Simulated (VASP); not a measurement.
# BaS (Fm-3m) in VASP: notebook, part 2 of 2

VASP 6.6.1. Earlier steps stand in the parts before.

## Step 3: Single point, PBE (volume changed by -10%)

Contents of INCAR:

```
SYSTEM = BaS
  ALGO = Normal
  EDIFF = 1E-6
  ENCUT = 500
  GGA = PE
  GGA_COMPAT = .False.
  ISIF = 2
  ISMEAR = 0
  LASPH = .True.
  LCHARG = .False.
  LREAL = .False.
  LWAVE = .False.
  NBANDS = 15
  NELM = 120
  PREC = Accurate
  SIGMA = 0.01
```

Contents of KPOINTS:

```
k-points
0
Gamma
  4 4 4
  0 0 0
```

Contents of POSCAR:

```
BaS
1.0
    0.0000000000      3.1009548220      3.1009548220
    3.1009548220      0.0000000000      3.1009548220
    3.1009548220      3.1009548220      0.0000000000
Ba S
1 1
Direct
    0.0000000000      0.0000000000      0.0000000000
    0.5000000000      0.5000000000      0.5000000000
```

Potentials or basis: VASP PAW PBE potentials, release 64 (Ba_sv, S).

Run with:

```
cat potpaw_PBE.64/Ba_sv/POTCAR potpaw_PBE.64/S/POTCAR > POTCAR
mpirun -np 1 vasp_std > vasp.out
```

OUTCAR:

```text
SYSTEM = BaS
   EDIFF = 1E-6
   ENCUT = 500
   GGA = PE
   ISIF = 2
   ISMEAR = 0
   LASPH = .True.
   LREAL = .False.
   NELM = 120
   PREC = Accurate

 ion  position               nearest neighbor table
   1  0.000  0.000  0.000-   2 3.10   2 3.10   2 3.10   2 3.10   2 3.10   2 3.10
   2  0.500  0.500  0.500-   1 3.10   1 3.10   1 3.10   1 3.10   1 3.10   1 3.10

  LATTYP: Found a face centered cubic cell.
 ALAT       =     6.2019096440

  Lattice vectors:

[... 313 lines left out ...]

  FORCE on cell =-STRESS in cart. coord.  units (eV):
  Direction    XX          YY          ZZ          XY          YZ          ZX
  --------------------------------------------------------------------------------------
  -------------------------------------------------------------------------------------
  Total        2.4592883      2.4592883      2.4592883     -0.0000000     -0.0000000      0.0000000
  in kB       66.0699089     66.0699089     66.0699089     -0.0000000     -0.0000000      0.0000000
  external PRESSURE =      66.0699089 kB  Pullay stress =       0.0000000 kB

 VOLUME and BASIS-vectors are now :
 -----------------------------------------------------------------------------
  energy-cutoff  :      500.00
  volume of cell :       59.64
      direct lattice vectors                 reciprocal lattice vectors
     0.000000000  3.100954822  3.100954822    -0.161240659  0.161240659  0.161240659
     3.100954822  0.000000000  3.100954822     0.161240659 -0.161240659  0.161240659
     3.100954822  3.100954822  0.000000000     0.161240659  0.161240659 -0.161240659

 POSITION                                       TOTAL-FORCE (eV/Angst)
 -----------------------------------------------------------------------------------
      0.00000      0.00000      0.00000        -0.000000      0.000000      0.000000
      3.10095      3.10095      3.10095         0.000000      0.000000     -0.000000
 -----------------------------------------------------------------------------------
    total drift:                                0.000000     -0.000000     -0.000000

  FREE ENERGIE OF THE ION-ELECTRON SYSTEM (eV)
  ---------------------------------------------------
  free  energy   TOTEN  =       -10.0462852371 eV

  energy  without entropy=      -10.0462852371  energy(sigma->0) =      -10.04628524
```

OSZICAR:

```text
N       E                     dE             d eps       ncg     rms          rms(c)
DAV:   1     0.807702429567E+02    0.80770E+02   -0.67299E+03   240   0.895E+02
DAV:   2    -0.623556866993E+01   -0.87006E+02   -0.78975E+02   326   0.176E+02
DAV:   3    -0.104407389648E+02   -0.42052E+01   -0.41822E+01   333   0.397E+01
DAV:   4    -0.105095197789E+02   -0.68781E-01   -0.68773E-01   297   0.525E+00
DAV:   5    -0.105113222009E+02   -0.18024E-02   -0.18024E-02   310   0.770E-01    0.551E+00
DAV:   6    -0.100354939006E+02    0.47583E+00   -0.63176E-01   261   0.482E+00    0.379E+00
DAV:   7    -0.100333910029E+02    0.21029E-02   -0.18717E-01   311   0.244E+00    0.228E+00
DAV:   8    -0.100447632401E+02   -0.11372E-01   -0.20721E-02   261   0.105E+00    0.247E-01
DAV:   9    -0.100455354510E+02   -0.77221E-03   -0.29426E-03   310   0.410E-01    0.110E-01
DAV:  10    -0.100462192000E+02   -0.68375E-03   -0.72235E-04   254   0.189E-01    0.361E-02
DAV:  11    -0.100462836274E+02   -0.64427E-04   -0.10236E-04   289   0.646E-02    0.831E-03
DAV:  12    -0.100462853723E+02   -0.17450E-05   -0.50093E-06   296   0.145E-02    0.577E-03
DAV:  13    -0.100462852371E+02    0.13522E-06   -0.26943E-07   225   0.337E-03
   1 F= -.10046285E+02 E0= -.10046285E+02  d E =-.503272E-30
```

stdout:

```text
POSCAR found type information on POSCAR BaS
 POSCAR found :  2 types and       2 ions
 scaLAPACK will be used
 LDA part: xc-table for (Slater+PW92), standard interpolation
 POSCAR, INCAR and KPOINTS ok, starting setup
 FFT: planning ... GRIDC
 FFT: planning ... GRID_SOFT
 FFT: planning ... GRID
 WAVECAR not read
 entering main loop
```

Wall time 11 s (1 thread of Intel Xeon 8259CL, shared host); peak memory 0.17 GiB.

Results:

```yaml
Free_energy: -10.0463 eV
Pressure: 6.6 GPa
Band_gap_on_the_k_mesh: 1.93 eV, indirect (least direct gap 2.00 eV)
```

Levels at points of the mesh, in eV from the valence-band top:
| k point | band 5 | band 6 | band 7 | band 8 | band 9 | band 10 | band 11 | band 12 |
| --- | --- | --- | --- | --- | --- | --- | --- | --- |
| (0.00, 0.00, 0.00) | -10.50 | 0.00 | 0.00 | 0.00 | 3.85 | 3.85 | 3.85 | 4.05 |
| (0.50, 0.00, 0.00) | -8.83 | -2.14 | -1.27 | -1.27 | 5.84 | 5.95 | 6.63 | 6.63 |
| (0.50, 0.50, 0.00) | -10.43 | -0.40 | -0.08 | -0.08 | 1.93 | 6.14 | 6.58 | 7.97 |

Caveat: the k points lie up to 0.44 Å⁻¹ apart; spin-orbit coupling is left out, which moves the levels of the heavy elements. A k mesh can miss the band edges.

## Step 4: Single point, PBE (volume changed by +5%)

Contents of INCAR:

```
SYSTEM = BaS
ALGO = Normal
EDIFF = 1E-6
ENCUT = 500
GGA = PE
GGA_COMPAT = .FALSE.
ISIF = 2
ISMEAR = 0
LASPH = .TRUE.
LCHARG = .FALSE.
LREAL = .FALSE.
LWAVE = .FALSE.
NBANDS = 15
NELM = 120
PREC = Accurate
SIGMA = 0.01
```

Contents of KPOINTS:

```
k-points
0
G
  4 4 4
  0 0 0
```

Contents of POSCAR:

```
BaS
1.0
    0.0000000000      3.2644576253      3.2644576253
    3.2644576253      0.0000000000      3.2644576253
    3.2644576253      3.2644576253      0.0000000000
Ba S
1 1
Direct
    0.0000000000      0.0000000000      0.0000000000
    0.5000000000      0.5000000000      0.5000000000
```

Run with:

```
cat potpaw_PBE.64/Ba_sv/POTCAR potpaw_PBE.64/S/POTCAR > POTCAR
mpirun -np 1 vasp_std > vasp.out
```

Wall time 17 s (1 thread of Intel Xeon 8259CL, shared host); peak memory 0.2 GiB.

The run converged. Its results:

- Free energy: -10.1807 eV
- Pressure: -1.3 GPa
- Band gap on the k mesh: 2.20 eV, indirect (least direct gap 2.37 eV)

Levels at points of the mesh, in eV from the valence-band top:
```csv
k point,band 6,band 7,band 8,band 9,band 10,band 11
"(0.00, 0.00, 0.00)",0.00,0.00,0.00,3.29,3.85,3.85
"(0.50, 0.00, 0.00)",-1.80,-0.97,-0.97,5.31,5.48,6.05
"(0.50, 0.50, 0.00)",-0.59,-0.17,-0.17,2.20,5.63,5.75
```

Caveat: spin-orbit coupling is left out, which moves the levels of the heavy elements.

## Step 5: Overview

```tsv
cell	gap on the mesh (eV)	pressure (GPa)
a = 4.465 Å, angles 60.0°, 2 atoms	2.04	3.2
a = 4.385 Å, angles 60.0°, 2 atoms	1.93	6.6
a = 4.617 Å, angles 60.0°, 2 atoms	2.20	-1.3
```

Alike in all rows: task single point; level PBE; potentials or basis VASP PAW PBE potentials, release 64 (Ba_sv, S); no spin polarisation; k mesh 4 × 4 × 4; cutoff (eV) 500; smearing gaussian 0.01 eV.

Caveats: some runs use coarse meshes; spin-orbit coupling is left out, which moves the levels of the heavy elements.

Total energies depend on the potentials used, so only differences within one code and one set of settings carry meaning.
